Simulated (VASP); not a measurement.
# Nb (Im-3m) in VASP: a series of runs, part 2 of 3

VASP 6.6.1. The steps go on from the part before.

## (4) Single point, PBE

This run uses another cell than the first one, of 16.81 Å³/atom.

INCAR

```
  PREC = Accurate
  ENCUT = 520
  EDIFF = 1E-6
  ISMEAR = -1
  SIGMA = 0.1
  LREAL = F
  LASPH = T
  NELM = 100
  ALGO = Normal
  ISIF = 2
  LWAVE = F
  LCHARG = F
  GGA = PE
  NBANDS = 12
```

KPOINTS

```
regular mesh
0
Gamma
  20 20 20
```

POSCAR

```
Nb
1.0
   -1.6136466372      1.6136466372      1.6136466372
    1.6136466372     -1.6136466372      1.6136466372
    1.6136466372      1.6136466372     -1.6136466372
Nb
1
Direct
    0.0000000000      0.0000000000      0.0000000000
```

Potentials or basis: VASP PAW PBE potentials, release 64 (Nb_sv).

Run with:

```console
$ cat potpaw_PBE.64/Nb_sv/POTCAR > POTCAR
$ mpirun -np 1 vasp_std > vasp.out
```

OUTCAR:

```text
PREC = Accurate
   ENCUT = 520
   EDIFF = 1E-6
   ISMEAR = -1
   LREAL = F
   LASPH = T
   NELM = 100
   ISIF = 2
   GGA = PE

 ion  position               nearest neighbor table
   1  0.000  0.000  0.000-

  LATTYP: Found a body centered cubic cell.
 ALAT       =     3.2272932744

  Lattice vectors:

 A1 = (  -1.6136466372,   1.6136466372,   1.6136466372)
 A2 = (   1.6136466372,  -1.6136466372,   1.6136466372)
 A3 = (   1.6136466372,   1.6136466372,  -1.6136466372)

Analysis of symmetry for initial positions (statically):
=====================================================================
 Subroutine PRICEL returns:
 Original cell was already a primitive cell.

 Routine SETGRP: Setting up the symmetry group for a
 body centered cubic supercell.

 Subroutine GETGRP returns: Found 48 space group operations
 (whereof 48 operations were pure point group operations)
 out of a pool of 48 trial point group operations.

The static configuration has the point symmetry O_h .

Analysis of symmetry for dynamics (positions and initial velocities):
=====================================================================
 Subroutine PRICEL returns:
 Original cell was already a primitive cell.

 Routine SETGRP: Setting up the symmetry group for a
 body centered cubic supercell.

 Subroutine GETGRP returns: Found 48 space group operations
 (whereof 48 operations were pure point group operations)
 out of a pool of 48 trial point group operations.

The dynamic configuration has the point symmetry O_h .

 Subroutine INISYM returns: Found 48 space group operations
 (whereof 48 operations are pure point group operations),
 and found     1 'primitive' translations

----------------------------------------------------------------------------------------

                                     Primitive cell

  volume of cell :      16.8068

  direct lattice vectors                    reciprocal lattice vectors
    -1.613646637  1.613646637  1.613646637     0.000000000  0.309857182  0.309857182
     1.613646637 -1.613646637  1.613646637     0.309857182  0.000000000  0.309857182
     1.613646637  1.613646637 -1.613646637     0.309857182  0.309857182  0.000000000

  length of vectors
     2.794917961  2.794917961  2.794917961     0.438204229  0.438204229  0.438204229

  position of ions in fractional coordinates (direct lattice)
     0.000000000  0.000000000  0.000000000

  ion indices of the primitive-cell ions
   primitive index   ion index
                 1           1

----------------------------------------------------------------------------------------

 KPOINTS: regular mesh

Automatic generation of k-mesh.
 Grid dimensions read from file:
 generate k-points for:   20   20   20

 Generating k-lattice:

  Cartesian coordinates                     Fractional coordinates (reciprocal lattice)
     0.000000000  0.015492859  0.015492859     0.050000000  0.000000000  0.000000000
     0.015492859  0.000000000  0.015492859     0.000000000  0.050000000  0.000000000
     0.015492859  0.015492859  0.000000000     0.000000000  0.000000000  0.050000000

  Length of vectors
     0.021910211  0.021910211  0.021910211

  Shift w.r.t. Gamma in fractional coordinates (k-lattice)
     0.000000000  0.000000000  0.000000000

 Subroutine IBZKPT returns following result:
 ===========================================

 Found    256 irreducible k-points:

 Following reciprocal coordinates:
            Coordinates               Weight
  0.000000  0.000000  0.000000      1.000000
  0.050000  0.000000  0.000000     12.000000
  0.100000  0.000000  0.000000     12.000000
  0.150000  0.000000  0.000000     12.000000
  0.200000  0.000000  0.000000     12.000000
  0.250000  0.000000  0.000000     12.000000
[... 16 lines left out ...]
  0.200000  0.100000 -0.000000     48.000000
  0.250000  0.100000  0.000000     48.000000
 [... further k-points ...]
   k-points           NKPTS =    256   k-points in BZ     NKDIM =    256   number of bands    NBANDS=     12
   number of dos      NEDOS =    301   number of ions     NIONS =      1
   total plane-waves  NPLWV =  13824
   dimension x,y,z NGX =    24 NGY =   24 NGZ =   24
   dimension x,y,z NGXF=    48 NGYF=   48 NGZF=   48
   ions per type =               1
   NGX,Y,Z   is equivalent  to a cutoff of  14.28, 14.28, 14.28 a.u.
   NGXF,Y,Z  is equivalent  to a cutoff of  28.55, 28.55, 28.55 a.u.
 SYSTEM =  unknown system
   PREC   = accura    normal or accurate (medium, high low for compatibility)
   ISTART =      0    job   : 0-new  1-cont  2-samecut
   ICHARG =      2    charge: 1-file 2-atom 10-const
   ISPIN  =      1    spin polarized calculation?
   LNONCOLLINEAR =      F non collinear calculations
   LSORBIT =      F    spin-orbit coupling
   LASPH  =      T    aspherical Exc in radial PAW
   ENCUT  =  520.0 eV  38.22 Ry    6.18 a.u.   5.20  5.20  5.20*2*pi/ulx,y,z
   NELM   =    100;   NELMIN=  2; NELMDL= -5     # of ELM steps
   EDIFF  = 0.1E-05   stopping-criterion for ELM
   LREAL  =      F    real-space projection
   EDIFFG = 0.1E-04   stopping-criterion for IOM
   NSW    =      0    number of steps for IOM
   IBRION =     -1    ionic relax: 0-MD 1-quasi-New 2-CG
   NFREE  =      0    steps in history (QN), initial steepest desc. (CG)
   ISIF   =      2    stress and relaxation
   ISYM   =      2    0-nonsym 1-usesym 2-fastsym
   POTIM  = 0.5000    time-step for ionic-motion
   TEBEG  =    0.0;   TEEND  =   0.0 temperature during run
   PSTRESS=    0.0 pullay stress
   NELECT =      13.0000    total number of electrons
   NUPDOWN=      -1.0000    fix difference up-down
   EMIN   =  10.00;   EMAX   =-10.00  energy-range for DOS
   EFERMI =   0.00;   METHOD = LEGACY
   ISMEAR =    -1;   SIGMA  =   0.10  broadening in eV -4-tet -1-fermi 0-gaus
   EFERMI_NEDOS =   21; number of points for ismear=-14 and -15
   IALGO  =     38    algorithm
   IMIX   =      4    mixing-type and parameters
     AMIX     =   0.40;   BMIX     =  1.00
     AMIX_MAG =   1.60;   BMIX_MAG =  1.00
  volume/ion in A,a.u.               =      16.81       113.42
  Fermi-wavevector in a.u.,A,eV,Ry     =   1.502776  2.839834 30.726513  2.258335
  Thomas-Fermi vector in A             =   2.613972
   LORBIT       =      0    0 simple, 1 ext, 2 COOP (PROOUT), +10 PAW based schemes
   GGA     = PE    functional components
   LHFCALC =     F    Hartree Fock is set to
   AEXX    =    0.0000 exact exchange contribution
   IVDW    =     0    specifies the selected vdW correction
   LEPSILON=     F    determine dielectric tensor
   LRPA    =     F    only Hartree local field effects (RPA)
 non-spin polarized calculation
  energy-cutoff  :      520.00
  volume of cell :       16.81
 maximum number of plane-waves:       466
 NGX is ok and might be reduce to    24
   NGX = 11   NGY = 11   NGZ = 11

 number of electron      13.0000000 magnetization

 Free energy of the ion-electron system (eV)
  ---------------------------------------------------
  ext. energy  EPLUGINS =         0.00000000
  ---------------------------------------------------
  free energy    TOTEN  =       -10.18333948 eV

  energy without entropy =      -10.13905451  energy(sigma->0) =      -10.16119699

 E-fermi :  12.1992     XC(G=0): -12.8617

 val. band max:       12.1939166254   @ k =  -0.3000   0.3500   0.0500
 cond. band min:      12.2109987200   @ k =  -0.4000   0.4000   0.2000
 fundamental gap:      0.0170820946
 Fermi energy:        12.1991641203

 k-point     1 :       0.0000    0.0000    0.0000
  band No.  band energies     occupation
      1     -42.1142      2.00000
      2     -17.2447      2.00000
      3     -17.2447      2.00000
      4     -17.2447      2.00000
      5       6.1162      2.00000
      6      12.5172      0.07981
      7      12.5172      0.07981
      8      12.5172      0.07981
      9      15.6623      0.00000
     10      15.6623      0.00000
     11      26.5796      0.00000
     12      26.5796      0.00000
[... 331 lines left out ...]
 k-point    24 :       0.2500    0.1000    0.0000
  band No.  band energies     occupation
      1     -41.8915      2.00000
      2     -18.3902      2.00000
      3     -17.6142      2.00000
      4     -17.3148      2.00000
      5       8.7110      2.00000
      6      10.9677      1.99999
      7      11.9120      1.89286
      8      14.9961      0.00000
      9      16.2606      0.00000
     10      16.6075      0.00000
     11      26.5212      0.00000
     12      28.1875      0.00000

 [... further k-points ...]

------------------------ aborting loop because EDIFF is reached ----------------------------------------

  FORCE on cell =-STRESS in cart. coord.  units (eV):
  Direction    XX          YY          ZZ          XY          YZ          ZX
  --------------------------------------------------------------------------------------
  -------------------------------------------------------------------------------------
  Total        1.5348680      1.5348680      1.5348680      0.0000000      0.0000000     -0.0000000
  in kB      146.3175091    146.3175091    146.3175091      0.0000000      0.0000000     -0.0000000
  external PRESSURE =     146.3175091 kB  Pullay stress =       0.0000000 kB

 VOLUME and BASIS-vectors are now :
 -----------------------------------------------------------------------------
  energy-cutoff  :      520.00
  volume of cell :       16.81
      direct lattice vectors                 reciprocal lattice vectors
    -1.613646637  1.613646637  1.613646637     0.000000000  0.309857182  0.309857182
     1.613646637 -1.613646637  1.613646637     0.309857182  0.000000000  0.309857182
     1.613646637  1.613646637 -1.613646637     0.309857182  0.309857182  0.000000000

 POSITION                                       TOTAL-FORCE (eV/Angst)
 -----------------------------------------------------------------------------------
      0.00000      0.00000      0.00000        -0.000000      0.000000      0.000000
 -----------------------------------------------------------------------------------
    total drift:                                0.000000      0.000000      0.000000

  FREE ENERGIE OF THE ION-ELECTRON SYSTEM (eV)
  ---------------------------------------------------
  free  energy   TOTEN  =       -10.1833394759 eV

  energy  without entropy=      -10.1390545090  energy(sigma->0) =      -10.16119699
```

OSZICAR:

```text
N       E                     dE             d eps       ncg     rms          rms(c)
DAV:   1     0.117486169572E+03    0.11749E+03   -0.72430E+03  6168   0.109E+03
DAV:   2    -0.593586416391E+01   -0.12342E+03   -0.11869E+03  6536   0.395E+02
DAV:   3    -0.102764117253E+02   -0.43405E+01   -0.41406E+01  8688   0.660E+01
DAV:   4    -0.105277851690E+02   -0.25137E+00   -0.24923E+00  8732   0.141E+01
DAV:   5    -0.105372516809E+02   -0.94665E-02   -0.94603E-02  8760   0.225E+00    0.789E+00
DAV:   6    -0.102115534886E+02    0.32570E+00   -0.51442E-01  9944   0.931E+00    0.287E+00
DAV:   7    -0.101768068000E+02    0.34747E-01   -0.17101E-01 10160   0.535E+00    0.943E-01
DAV:   8    -0.101832773374E+02   -0.64705E-02   -0.13290E-02  7252   0.155E+00    0.380E-02
DAV:   9    -0.101833297826E+02   -0.52445E-04   -0.10492E-03  9256   0.269E-01    0.490E-02
DAV:  10    -0.101833484768E+02   -0.18694E-04   -0.40603E-05  7292   0.799E-02    0.220E-02
DAV:  11    -0.101833398533E+02    0.86236E-05   -0.70103E-06  8192   0.463E-02    0.416E-03
DAV:  12    -0.101833394759E+02    0.37737E-06   -0.31565E-07  4476   0.703E-03
   1 F= -.10183339E+02 E0= -.10161197E+02  d E =-.442850E-01
```

Run time: 63 s. Hardware: 1 thread of Intel Xeon 8259CL, shared host; peak memory 0.18 GiB.

What came out:

* Free energy: -10.1833 eV
* Pressure: 14.6 GPa
* Band gap on the k mesh: zero (an odd number of electrons rules out a gap without spin polarisation)

Caveat: the cell stands under pressure.

(Part 2 of 3 ends here.)
